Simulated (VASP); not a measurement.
# CaTiS2 (P-3m1) in VASP: single point with r2SCAN

Aim: the single point of CaTiS2 with r2SCAN.

All numbers are computed with VASP 6.6.1; they aren't measurements. Logs are shortened: lines on timing, memory, paths and dates and some standing lists are left out, and cuts for length are marked.

**1. The cell of the first run**

The structure is trigonal, space group P-3m1 (No. 164). The conventional cell has a = 3.645 Å, b = 3.645 Å, c = 6.542 Å, α = 90.00°, β = 90.00°, γ = 120.00°. Within 3.7 Å of Ca (site symmetry -3m) lie 6 S at 2.79 Å and 2 Ti at 3.27 Å and 6 Ca at 3.65 Å. Ti (site symmetry -3m) has 6 S at 2.55 Å and 2 Ca at 3.27 Å within 3.4 Å. Within 3.4 Å of S (site symmetry 3m) lie 3 Ti at 2.55 Å and 3 Ca at 2.79 Å.

**2. Single point, r2SCAN**

The input, POSCAR:

```
CaTiS2
1.0
    3.6451379100      0.0000000000      0.0000000000
   -1.8225689500      3.1567820300      0.0000000000
    0.0000000000      0.0000000000      6.5415020000
Ca Ti S
1 1 2
Direct
    0.0000000000      0.0000000000      0.5000000000
    0.0000000000      0.0000000000      0.0000000000
    0.3333333300      0.6666666700      0.7803370000
    0.6666666700      0.3333333300      0.2196630000
```

The input, INCAR.step1:

```
  PREC = Accurate
  ENCUT = 520
  ISMEAR = -5
  SIGMA = 0.1
  LREAL = F
  LASPH = T
  NELM = 100
  LMAXMIX = 4
  NBANDS = 25
  GGA = PE
  ALGO = Normal
  EDIFF = 1E-4
  LWAVE = T
  LCHARG = F
```

The input, INCAR.step2:

```
  PREC = Accurate
  ENCUT = 520
  EDIFF = 1E-6
  ISMEAR = -1
  SIGMA = 0.1
  LREAL = F
  LASPH = T
  NELM = 100
  ALGO = Normal
  ISIF = 2
  LWAVE = F
  LCHARG = F
  LMAXMIX = 4
  METAGGA = R2SCAN
  LMIXTAU = T
  LORBIT = 10
  NBANDS = 25
  ISTART = 1
```

The input, KPOINTS:

```
Automatic mesh
0
Gamma
  8 8 4
```

Potentials or basis: VASP PAW PBE potentials, release 64 (Ca_sv, Ti_sv, S).

Run with:

```
> cat potpaw_PBE.64/Ca_sv/POTCAR potpaw_PBE.64/Ti_sv/POTCAR potpaw_PBE.64/S/POTCAR > POTCAR
> cp INCAR.step1 INCAR
> mpirun -np 1 vasp_std > vasp.out
> cp INCAR.step2 INCAR
> mpirun -np 1 vasp_std > vasp.out
```

OUTCAR:

```text
PREC = Accurate
   ENCUT = 520
   EDIFF = 1E-6
   ISMEAR = -1
   LREAL = F
   LASPH = T
   NELM = 100
   ISIF = 2
   METAGGA = R2SCAN
   LORBIT = 10
   ISTART = 1

 ion  position               nearest neighbor table
   1  0.000  0.000  0.500-   3 2.79   4 2.79   3 2.79   4 2.79   4 2.79   3 2.79
   2  0.000  0.000  0.000-   3 2.55   4 2.55   3 2.55   4 2.55   4 2.55   3 2.55
   3  0.333  0.667  0.780-   2 2.55   2 2.55   2 2.55   1 2.79   1 2.79   1 2.79
   4  0.667  0.333  0.220-   2 2.55   2 2.55   2 2.55   1 2.79   1 2.79   1 2.79

  LATTYP: Found a hexagonal cell.
 ALAT       =     3.6451379100
 C/A-ratio  =     1.7945828557

  Lattice vectors:

 A1 = (   3.6451379100,   0.0000000000,   0.0000000000)
 A2 = (  -1.8225689500,   3.1567820300,   0.0000000000)
 A3 = (   0.0000000000,   0.0000000000,   6.5415020000)

Analysis of symmetry for initial positions (statically):
=====================================================================
 Subroutine PRICEL returns:
 Original cell was already a primitive cell.

 Routine SETGRP: Setting up the symmetry group for a
 hexagonal supercell.

 Subroutine GETGRP returns: Found 12 space group operations
 (whereof 12 operations were pure point group operations)
 out of a pool of 24 trial point group operations.

The static configuration has the point symmetry D_3d.

Analysis of symmetry for dynamics (positions and initial velocities):
=====================================================================
 Subroutine PRICEL returns:
 Original cell was already a primitive cell.

 Routine SETGRP: Setting up the symmetry group for a
 hexagonal supercell.

 Subroutine GETGRP returns: Found 12 space group operations
 (whereof 12 operations were pure point group operations)
 out of a pool of 24 trial point group operations.

The dynamic configuration has the point symmetry D_3d.

 Subroutine INISYM returns: Found 12 space group operations
 (whereof 12 operations are pure point group operations),
 and found     1 'primitive' translations

----------------------------------------------------------------------------------------

                                     Primitive cell

  volume of cell :      75.2724

  direct lattice vectors                    reciprocal lattice vectors
     3.645137910  0.000000000  0.000000000     0.274338043  0.158389142  0.000000000
[... 98 lines left out ...]
   POTIM  = 0.5000    time-step for ionic-motion
   TEBEG  =    0.0;   TEEND  =   0.0 temperature during run
   PSTRESS=    0.0 pullay stress
   NELECT =      34.0000    total number of electrons
   NUPDOWN=      -1.0000    fix difference up-down
   EMIN   =  10.00;   EMAX   =-10.00  energy-range for DOS
   EFERMI =   0.00;   METHOD = LEGACY
   ISMEAR =    -1;   SIGMA  =   0.10  broadening in eV -4-tet -1-fermi 0-gaus
   EFERMI_NEDOS =   21; number of points for ismear=-14 and -15
   IALGO  =     38    algorithm
   IMIX   =      4    mixing-type and parameters
     AMIX     =   0.40;   BMIX     =  1.00
     AMIX_MAG =   1.60;   BMIX_MAG =  1.00
  volume/ion in A,a.u.               =      18.82       126.99
  Fermi-wavevector in a.u.,A,eV,Ry     =   1.256095  2.373675 21.466924  1.577774
  Thomas-Fermi vector in A             =   2.389820
   LORBIT       =     10    0 simple, 1 ext, 2 COOP (PROOUT), +10 PAW based schemes
   METAGGA = R2SCAN    functional components
   LHFCALC =     F    Hartree Fock is set to
   AEXX    =    0.0000 exact exchange contribution
   IVDW    =     0    specifies the selected vdW correction
   LEPSILON=     F    determine dielectric tensor
   LRPA    =     F    only Hartree local field effects (RPA)
 non-spin polarized calculation
  energy-cutoff  :      520.00
  volume of cell :       75.27
 maximum number of plane-waves:      2046
 NGX is ok and might be reduce to    28

 number of electron      34.0000002 magnetization

 Free energy of the ion-electron system (eV)
  ---------------------------------------------------
  ext. energy  EPLUGINS =         0.00000000
  ---------------------------------------------------
  free energy    TOTEN  =       -43.10357538 eV

  energy without entropy =      -43.01936362  energy(sigma->0) =      -43.06146950

 E-fermi :   7.4662     XC(G=0): -10.9005

 val. band max:        7.4539879009   @ k =   0.0000   0.0000   0.5000
 cond. band min:       7.4707369134   @ k =   0.1250  -0.0000   0.0000
 fundamental gap:      0.0167490125
 Fermi energy:         7.4661815950

 k-point     1 :       0.0000    0.0000    0.0000
  band No.  band energies     occupation
      1     -52.7598      2.00000
      2     -35.7886      2.00000
      3     -28.0548      2.00000
      4     -28.0548      2.00000
      5     -27.8364      2.00000
      6     -16.0040      2.00000
[... 661 lines left out ...]
     24      11.7934      0.00000
     25      12.3344      0.00000

 [... further k-points ...]

------------------------ aborting loop because EDIFF is reached ----------------------------------------

  FORCE on cell =-STRESS in cart. coord.  units (eV):
  Direction    XX          YY          ZZ          XY          YZ          ZX
  --------------------------------------------------------------------------------------
  -------------------------------------------------------------------------------------
  Total        0.1270386      0.1270386     -0.0478706      0.0000000      0.0000000      0.0000000
  in kB        2.7040218      2.7040218     -1.0189275      0.0000000      0.0000000      0.0000000
  external PRESSURE =       1.4630387 kB  Pullay stress =       0.0000000 kB

 VOLUME and BASIS-vectors are now :
 -----------------------------------------------------------------------------
  energy-cutoff  :      520.00
  volume of cell :       75.27
      direct lattice vectors                 reciprocal lattice vectors
     3.645137910  0.000000000  0.000000000     0.274338043  0.158389142  0.000000000
    -1.822568950  3.156782030  0.000000000     0.000000000  0.316778286  0.000000000
     0.000000000  0.000000000  6.541502000     0.000000000  0.000000000  0.152870090

 POSITION                                       TOTAL-FORCE (eV/Angst)
 -----------------------------------------------------------------------------------
      0.00000      0.00000      3.27075        -0.000000      0.000000      0.000000
      0.00000      0.00000      0.00000        -0.000000      0.000000      0.000000
     -0.00000      2.10452      5.10458         0.000000     -0.000000     -0.043305
      1.82257      1.05226      1.43693        -0.000000      0.000000      0.043305
 -----------------------------------------------------------------------------------
    total drift:                               -0.000000      0.000000      0.000000

  FREE ENERGIE OF THE ION-ELECTRON SYSTEM (eV)
  ---------------------------------------------------
  free  energy   TOTEN  =       -43.1035753837 eV

  energy  without entropy=      -43.0193636238  energy(sigma->0) =      -43.06146950

 total charge

# of ion       s       p       d       tot
------------------------------------------
    1        2.034   5.866   0.314   8.214
    2        2.136   6.101   1.898  10.134
    3        1.303   2.496   0.000   3.800
    4        1.303   2.496   0.000   3.800
--------------------------------------------------
tot          6.777  16.959   2.212  25.948
```

OUTCAR.step1:

```text
PREC = Accurate
   ENCUT = 520
   ISMEAR = -5
   LREAL = F
   LASPH = T
[... 903 lines left out ...]
      0.00000      0.00000      3.27075        -0.000000      0.000000      0.000000
      0.00000      0.00000      0.00000        -0.000000      0.000000      0.000000
     -0.00000      2.10452      5.10458         0.000000      0.000000      0.024119
      1.82257      1.05226      1.43693        -0.000000     -0.000000     -0.024119
 -----------------------------------------------------------------------------------
    total drift:                               -0.000000      0.000000      0.000000

  FREE ENERGIE OF THE ION-ELECTRON SYSTEM (eV)
  ---------------------------------------------------
  free  energy   TOTEN  =       -24.1982494578 eV

  energy  without entropy=      -24.1982494578  energy(sigma->0) =      -24.19824946
```

It took 5.2 min on 1 thread of Intel Xeon Platinum 8259CL at 2.50GHz (Skylake/Cascade Lake), shared host; peak memory 0.25 GiB.

Results:

* Free energy: -43.1036 eV
* Pressure: 0.1 GPa
* Largest force: 0.043 eV/Å
* Band gap on the k mesh: zero (bands 17 and 18 overlap by 0.22 eV)
* Valence electrons inside the program's atomic spheres: Ca 8.21; Ti 10.13; S 3.80

Forces on the atoms (eV/Å):
```
Ca   0.000  0.000  0.000
Ti   0.000  0.000  0.000
S    0.000  0.000 -0.043
S    0.000  0.000  0.043
```

Caveat: the PAW data sets were made with another functional, which shifts forces and pressure a little.
